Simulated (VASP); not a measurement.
# Ge (P6_3/mmc) in VASP: notebook

The runs below take Ge through single point, with PBEsol.

All numbers are computed with VASP 6.6.1; they aren't measurements. Logs are shortened: lines on timing, memory, paths and dates and some standing lists are left out, and cuts for length are marked.

## Step 1: The cell of the first run

It takes space group P6_3/mmc (No. 194, hexagonal). The conventional cell has a = 3.010 Å, b = 3.010 Å, c = 4.678 Å, α = 90.00°, β = 90.00°, γ = 120.00°. Ge (site symmetry -6m2) has 12 Ge at 2.91 to 3.01 Å within 3.8 Å.

This isn't the form of Ge at room conditions, which is diamond.

## Step 2: Single point, PBEsol

The input, INCAR:

```
  PREC = Accurate
  ENCUT = 520
  EDIFF = 1E-6
  ISMEAR = -1
  SIGMA = 0.1
  LREAL = False
  LASPH = True
  NELM = 60
  ALGO = Normal
  ISIF = 2
  LWAVE = False
  LCHARG = True
  GGA = PS
  LELF = True
  LVHAR = True
  NBANDS = 21
```

The input, KPOINTS:

```
Automatic mesh
0
Gamma
  12 12 7
```

The input, POSCAR:

```
Ge
1.0
    3.0100229632      0.0000000000      0.0000000000
   -1.5050114816      2.6067563521      0.0000000000
    0.0000000000      0.0000000000      4.6776527496
Ge
2
Direct
    0.3333333333      0.6666666667      0.2500000000
    0.6666666667      0.3333333333      0.7500000000
```

Potentials or basis: VASP PAW PBE potentials, release 64 (Ge_d).

The run is started by

```sh
$ cat potpaw_PBE.64/Ge_d/POTCAR > POTCAR
$ mpirun -np 1 vasp_std > vasp.out
```

OUTCAR:

```text
PREC = Accurate
   ENCUT = 520
   EDIFF = 1E-6
   ISMEAR = -1
   LREAL = False
   LASPH = True
   NELM = 60
   ISIF = 2
   GGA = PS

 ion  position               nearest neighbor table
   1  0.333  0.667  0.250-   2 2.91   2 2.91   2 2.91   2 2.91   2 2.91   2 2.91
   2  0.667  0.333  0.750-   1 2.91   1 2.91   1 2.91   1 2.91   1 2.91   1 2.91

  LATTYP: Found a hexagonal cell.
 ALAT       =     3.0100229632
 C/A-ratio  =     1.5540256027

  Lattice vectors:

 A1 = (   3.0100229632,   0.0000000000,   0.0000000000)
 A2 = (  -1.5050114816,   2.6067563521,   0.0000000000)
 A3 = (   0.0000000000,   0.0000000000,   4.6776527496)

Analysis of symmetry for initial positions (statically):
=====================================================================
 Subroutine PRICEL returns:
 Original cell was already a primitive cell.

 Routine SETGRP: Setting up the symmetry group for a
 hexagonal supercell.

 Subroutine GETGRP returns: Found 24 space group operations
 (whereof 12 operations were pure point group operations)
 out of a pool of 24 trial point group operations.

The static configuration has the point symmetry D_3d.
 The point group associated with its full space group is D_6h.

Analysis of symmetry for dynamics (positions and initial velocities):
=====================================================================
 Subroutine PRICEL returns:
 Original cell was already a primitive cell.

 Routine SETGRP: Setting up the symmetry group for a
 hexagonal supercell.

 Subroutine GETGRP returns: Found 24 space group operations
 (whereof 12 operations were pure point group operations)
 out of a pool of 24 trial point group operations.

The dynamic configuration has the point symmetry D_3d.
 The point group associated with its full space group is D_6h.

 Subroutine INISYM returns: Found 24 space group operations
 (whereof 12 operations are pure point group operations),
 and found     1 'primitive' translations

----------------------------------------------------------------------------------------

                                     Primitive cell

  volume of cell :      36.7027

  direct lattice vectors                    reciprocal lattice vectors
     3.010022963  0.000000000  0.000000000     0.332223379  0.191809257  0.000000000
    -1.505011482  2.606756352  0.000000000     0.000000000  0.383618515  0.000000000
     0.000000000  0.000000000  4.677652750     0.000000000  0.000000000  0.213782436

  length of vectors
     3.010022963  3.010022963  4.677652750     0.383618515  0.383618515  0.213782436

  position of ions in fractional coordinates (direct lattice)
     0.333333333  0.666666667  0.250000000
     0.666666667  0.333333333  0.750000000

  ion indices of the primitive-cell ions
   primitive index   ion index
                 1           1
                 2           2

----------------------------------------------------------------------------------------

 KPOINTS: Automatic mesh

Automatic generation of k-mesh.
 Grid dimensions read from file:
 generate k-points for:   12   12    7

 Generating k-lattice:

  Cartesian coordinates                     Fractional coordinates (reciprocal lattice)
     0.027685282  0.015984105  0.000000000     0.083333333  0.000000000  0.000000000
     0.000000000  0.031968210  0.000000000     0.000000000  0.083333333  0.000000000
     0.000000000  0.000000000  0.030540348     0.000000000  0.000000000  0.142857143

  Length of vectors
     0.031968210  0.031968210  0.030540348

  Shift w.r.t. Gamma in fractional coordinates (k-lattice)
     0.000000000  0.000000000  0.000000000

 Subroutine IBZKPT returns following result:
 ===========================================

 Found     76 irreducible k-points:

 Following reciprocal coordinates:
            Coordinates               Weight
  0.000000  0.000000  0.000000      1.000000
  0.083333 -0.000000  0.000000      6.000000
  0.166667 -0.000000  0.000000      6.000000
  0.250000  0.000000  0.000000      6.000000
  0.333333 -0.000000  0.000000      6.000000
  0.416667 -0.000000  0.000000      6.000000
[... 16 lines left out ...]
  0.250000  0.000000  0.142857     12.000000
  0.333333 -0.000000  0.142857     12.000000
 [... further k-points ...]
   k-points           NKPTS =     76   k-points in BZ     NKDIM =     76   number of bands    NBANDS=     21
   number of dos      NEDOS =    301   number of ions     NIONS =      2
   total plane-waves  NPLWV =  20736
   dimension x,y,z NGX =    24 NGY =   24 NGZ =   36
   dimension x,y,z NGXF=    48 NGYF=   48 NGZF=   72
   ions per type =               2
   NGX,Y,Z   is equivalent  to a cutoff of  13.26, 13.26, 12.79 a.u.
   NGXF,Y,Z  is equivalent  to a cutoff of  26.51, 26.51, 25.59 a.u.
 SYSTEM =  unknown system
   PREC   = accura    normal or accurate (medium, high low for compatibility)
   ISTART =      0    job   : 0-new  1-cont  2-samecut
   ICHARG =      2    charge: 1-file 2-atom 10-const
   ISPIN  =      1    spin polarized calculation?
   LNONCOLLINEAR =      F non collinear calculations
   LSORBIT =      F    spin-orbit coupling
   LASPH  =      T    aspherical Exc in radial PAW
   ENCUT  =  520.0 eV  38.22 Ry    6.18 a.u.   5.60  5.60  8.70*2*pi/ulx,y,z
   NELM   =     60;   NELMIN=  2; NELMDL= -5     # of ELM steps
   EDIFF  = 0.1E-05   stopping-criterion for ELM
   LREAL  =      F    real-space projection
   EDIFFG = 0.1E-04   stopping-criterion for IOM
   NSW    =      0    number of steps for IOM
   IBRION =     -1    ionic relax: 0-MD 1-quasi-New 2-CG
   NFREE  =      0    steps in history (QN), initial steepest desc. (CG)
   ISIF   =      2    stress and relaxation
   ISYM   =      2    0-nonsym 1-usesym 2-fastsym
   POTIM  = 0.5000    time-step for ionic-motion
   TEBEG  =    0.0;   TEEND  =   0.0 temperature during run
   PSTRESS=    0.0 pullay stress
   NELECT =      28.0000    total number of electrons
   NUPDOWN=      -1.0000    fix difference up-down
   EMIN   =  10.00;   EMAX   =-10.00  energy-range for DOS
   EFERMI =   0.00;   METHOD = LEGACY
   ISMEAR =    -1;   SIGMA  =   0.10  broadening in eV -4-tet -1-fermi 0-gaus
   EFERMI_NEDOS =   21; number of points for ismear=-14 and -15
   IALGO  =     38    algorithm
   IMIX   =      4    mixing-type and parameters
     AMIX     =   0.40;   BMIX     =  1.00
     AMIX_MAG =   1.60;   BMIX_MAG =  1.00
  volume/ion in A,a.u.               =      18.35       123.84
  Fermi-wavevector in a.u.,A,eV,Ry     =   1.495873  2.826790 30.444892  2.237636
  Thomas-Fermi vector in A             =   2.607962
   LORBIT       =      0    0 simple, 1 ext, 2 COOP (PROOUT), +10 PAW based schemes
   GGA     = PS    functional components
   LHFCALC =     F    Hartree Fock is set to
   AEXX    =    0.0000 exact exchange contribution
   IVDW    =     0    specifies the selected vdW correction
   LEPSILON=     F    determine dielectric tensor
   LRPA    =     F    only Hartree local field effects (RPA)
 non-spin polarized calculation
  energy-cutoff  :      520.00
  volume of cell :       36.70
 maximum number of plane-waves:      1019
 NGX is ok and might be reduce to    24
   NGX = 11   NGY = 11   NGZ = 17

 number of electron      28.0000025 magnetization

 Free energy of the ion-electron system (eV)
  ---------------------------------------------------
  ext. energy  EPLUGINS =         0.00000000
  ---------------------------------------------------
  free energy    TOTEN  =        -9.33948512 eV

  energy without entropy =       -9.31180710  energy(sigma->0) =       -9.32564611

 E-fermi :   6.9886     XC(G=0): -11.5773

 val. band max:        6.9788982129   @ k =   0.3333   0.3333   0.0000
 cond. band min:       7.0312207090   @ k =   0.3333   0.1667   0.4286
 fundamental gap:      0.0523224961
 Fermi energy:         6.9885982781

 k-point     1 :       0.0000    0.0000    0.0000
  band No.  band energies     occupation
      1     -17.7112      2.00000
      2     -17.7005      2.00000
      3     -17.7005      2.00000
      4     -17.6938      2.00000
      5     -17.6911      2.00000
      6     -17.6911      2.00000
[... 13 lines left out ...]
     20      19.5717      0.00000
     21      20.9730      0.00000

 k-point     2 :       0.0833   -0.0000    0.0000
  band No.  band energies     occupation
      1     -17.7132      2.00000
      2     -17.7047      2.00000
      3     -17.6950      2.00000
      4     -17.6884      2.00000
      5     -17.6862      2.00000
      6     -17.6861      2.00000
[... 13 lines left out ...]
     20      19.3643      0.00000
     21      20.9342      0.00000

 k-point     3 :       0.1667   -0.0000    0.0000
  band No.  band energies     occupation
      1     -17.7248      2.00000
      2     -17.7018      2.00000
      3     -17.6932      2.00000
      4     -17.6927      2.00000
      5     -17.6829      2.00000
      6     -17.6798      2.00000
[... 13 lines left out ...]
     20      20.3622      0.00000
     21      20.8646      0.00000

 k-point     4 :       0.2500    0.0000    0.0000
  band No.  band energies     occupation
      1     -17.7389      2.00000
      2     -17.7038      2.00000
      3     -17.7009      2.00000
      4     -17.6994      2.00000
      5     -17.6742      2.00000
      6     -17.6592      2.00000
[... 13 lines left out ...]
     20      19.3147      0.00000
     21      20.6835      0.00000

 k-point     5 :       0.3333   -0.0000    0.0000
  band No.  band energies     occupation
      1     -17.7518      2.00000
      2     -17.7157      2.00000
      3     -17.7086      2.00000
      4     -17.7002      2.00000
      5     -17.6636      2.00000
      6     -17.6413      2.00000
[... 13 lines left out ...]
     20      18.6285      0.00000
     21      20.1143      0.00000
[... 382 lines left out ...]
     20      19.4486      0.00000
     21      20.4846      0.00000

 k-point    22 :       0.1667   -0.0000    0.1429
  band No.  band energies     occupation
      1     -17.7247      2.00000
      2     -17.7026      2.00000
      3     -17.6983      2.00000
      4     -17.6965      2.00000
      5     -17.6822      2.00000
      6     -17.6736      2.00000
[... 13 lines left out ...]
     20      19.8427      0.00000
     21      20.1923      0.00000

 k-point    23 :       0.2500    0.0000    0.1429
  band No.  band energies     occupation
      1     -17.7377      2.00000
      2     -17.7080      2.00000
      3     -17.7008      2.00000
      4     -17.6985      2.00000
      5     -17.6720      2.00000
      6     -17.6568      2.00000
[... 13 lines left out ...]
     20      18.4838      0.00000
     21      19.9809      0.00000

 k-point    24 :       0.3333   -0.0000    0.1429
  band No.  band energies     occupation
      1     -17.7496      2.00000
      2     -17.7198      2.00000
      3     -17.7040      2.00000
      4     -17.7014      2.00000
      5     -17.6626      2.00000
      6     -17.6496      2.00000
[... 13 lines left out ...]
     20      17.6851      0.00000
     21      20.2365      0.00000

 [... further k-points ...]

------------------------ aborting loop because EDIFF is reached ----------------------------------------

  FORCE on cell =-STRESS in cart. coord.  units (eV):
  Direction    XX          YY          ZZ          XY          YZ          ZX
  --------------------------------------------------------------------------------------
  -------------------------------------------------------------------------------------
  Total        0.0157932      0.0157932      0.0095345      0.0000000      0.0000000      0.0000000
  in kB        0.6894173      0.6894173      0.4162099      0.0000000      0.0000000      0.0000000
  external PRESSURE =       0.5983482 kB  Pullay stress =       0.0000000 kB

 VOLUME and BASIS-vectors are now :
 -----------------------------------------------------------------------------
  energy-cutoff  :      520.00
  volume of cell :       36.70
      direct lattice vectors                 reciprocal lattice vectors
     3.010022963  0.000000000  0.000000000     0.332223379  0.191809257  0.000000000
    -1.505011482  2.606756352  0.000000000     0.000000000  0.383618515  0.000000000
     0.000000000  0.000000000  4.677652750     0.000000000  0.000000000  0.213782436

 POSITION                                       TOTAL-FORCE (eV/Angst)
 -----------------------------------------------------------------------------------
     -0.00000      1.73784      1.16941         0.000000      0.000000      0.000000
      1.50501      0.86892      3.50824        -0.000000      0.000000      0.000000
 -----------------------------------------------------------------------------------
    total drift:                               -0.000000      0.000000      0.000000

  FREE ENERGIE OF THE ION-ELECTRON SYSTEM (eV)
  ---------------------------------------------------
  free  energy   TOTEN  =        -9.3394851209 eV

  energy  without entropy=       -9.3118070981  energy(sigma->0) =       -9.32564611
```

Wall time 51 s (1 thread of Intel Xeon 8259CL, shared host); peak memory 0.18 GiB.

What came out:

```yaml
Free_energy: -9.3395 eV
Pressure: 0.1 GPa
Band_gap_on_the_k_mesh: zero (bands 14 and 15 overlap by 9.29 eV)
```

Caveat: the PAW data sets were made with another functional, which shifts forces and pressure a little.

[end of part 1 of 3]

The gap in the log of VASP goes by the Fermi energy; the results here count the filled bands.